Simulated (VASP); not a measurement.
Wanted: the native input for a VASP 6.6.1 run.

```yaml
Task: single point
Functional: PBEsol
Potentials_or_basis: VASP PAW PBE potentials, release 64 (Si, Ni)
Cutoff: 520 eV
k_mesh: 12 × 12 × 12
Occupations: gaussian, width 0.1 eV
Spin: no spin polarisation
Dipole_correction: no
Further_INCAR_settings: ALGO = Normal; EDIFF = 1e-06; NBANDS = 25
```

The structure of SiNi3 lies in POSCAR:

```
SiNi3
1.0
    3.4610444648      0.0000000000      0.0000000000
    0.0000000000      3.4610444648      0.0000000000
    0.0000000000      0.0000000000      3.4610444648
Si Ni
1 3
Direct
    0.0000000000      0.0000000000      0.0000000000
    0.0000000000      0.5000000000      0.5000000000
    0.5000000000      0.0000000000      0.5000000000
    0.5000000000      0.5000000000      0.0000000000
```

One way to write it, as run:

INCAR

```
SYSTEM = SiNi3
  ALGO = Normal
  EDIFF = 1E-6
  ENCUT = 520
  GGA = PS
  ISIF = 2
  ISMEAR = 0
  LASPH = .TRUE.
  LCHARG = .FALSE.
  LREAL = .FALSE.
  LWAVE = .FALSE.
  NBANDS = 25
  NELM = 80
  PREC = Accurate
  SIGMA = 0.1
```

KPOINTS

```
k-points
0
G
  12 12 12
  0 0 0
```

Potentials or basis: VASP PAW PBE potentials, release 64 (Si, Ni).

The run is started by

```console
$ cat potpaw_PBE.64/Si/POTCAR potpaw_PBE.64/Ni/POTCAR > POTCAR
$ mpirun -np 1 vasp_std > vasp.out
```

Results of the run:

| Property | Result |
| --- | --- |
| Pressure | 0.1 GPa |
| Band gap on the k mesh | zero (bands 17 and 18 overlap by 0.25 eV) |

Caveat: the PAW data sets were made with another functional, which shifts forces and pressure a little.

Wall time 86 s on 1 thread of Intel Xeon 8259CL, on a shared host, peak memory 0.21 GiB.
